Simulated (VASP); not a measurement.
Wanted: the native input for a VASP 6.6.1 run.

| Quantity | Value |
| --- | --- |
| Task | single point |
| Functional | PBE |
| Dispersion | D3(BJ) |
| Potentials or basis | VASP PAW PBE potentials, release 64 (Hf_pv, Se, S) |
| Cutoff | 520 eV |
| k mesh | 4 × 4 × 4 |
| Occupations | gaussian, width 0.1 eV |
| Spin | no spin polarisation |
| Dipole correction | no |
| Further INCAR settings | LREAL = Auto; ALGO = Normal; EDIFF = 1e-06; NBANDS = 68 |

The structure of Hf5Se6S4 lies in POSCAR:

```
Hf5Se6S4
1.0
    0.0000000000      0.0000000000     -6.2104961600
    0.0000000000      6.4653754600      0.0000000000
    9.3319656600     -3.2326877300      0.0000000000
Hf Se S
5 6 4
Direct
    0.0000000000      0.0000000000      0.0000000000
    0.0000000000      0.2000000000      0.4000000000
    0.0000000000      0.6000000000      0.2000000000
    0.0000000000      0.4000000000      0.8000000000
    0.0000000000      0.8000000000      0.6000000000
    0.2360479500      0.2666666700      0.2000000000
    0.2360479500      0.4666666700      0.6000000000
    0.2360479500      0.8666666700      0.4000000000
    0.2360479500      0.6666666700      0.0000000000
    0.7639520500      0.3333333300      1.0000000000
    0.7639520500      0.5333333300      0.4000000000
    0.2360479500      0.0666666700      0.8000000000
    0.7639520500      0.9333333300      0.2000000000
    0.7639520500      0.7333333300      0.8000000000
    0.7639520500      0.1333333300      0.6000000000
```

The input as run:

INCAR

```
ALGO = Normal ; EDIFF = 1E-6
ENCUT = 520 ; GGA = PE
ISIF = 2 ; ISMEAR = 0
IVDW = 12 ; LASPH = True
LCHARG = True ; LELF = True
LREAL = Auto ; LVHAR = True
LWAVE = False ; NBANDS = 68
NELM = 100 ; PREC = Accurate
SIGMA = 0.1
```

KPOINTS

```
k-points
0
Gamma
  4 4 4
```

Potentials or basis: VASP PAW PBE potentials, release 64 (Hf_pv, Se, S).

The run is started by

```sh
$ cat potpaw_PBE.64/Hf_pv/POTCAR potpaw_PBE.64/Se/POTCAR potpaw_PBE.64/S/POTCAR > POTCAR
$ mpirun -np 1 vasp_std > vasp.out
```

Results of the run:

```
Pressure                   : 0.3 GPa
Largest force              : 1.524 eV/Å
Band gap on the k mesh     : 0.92 eV (least direct gap 1.08 eV)
Dispersion energy per atom : -0.336 eV
```

Caveat: spin-orbit coupling is left out, which moves the levels of the heavy elements; forces of over 1 eV/Å act on the atoms, so gaps and moduli don't describe the material at rest.

It took 20 min on 1 thread of Intel(R) Xeon(R) 6975P-C (Granite Rapids) (shared host), peak memory 0.78 GiB.
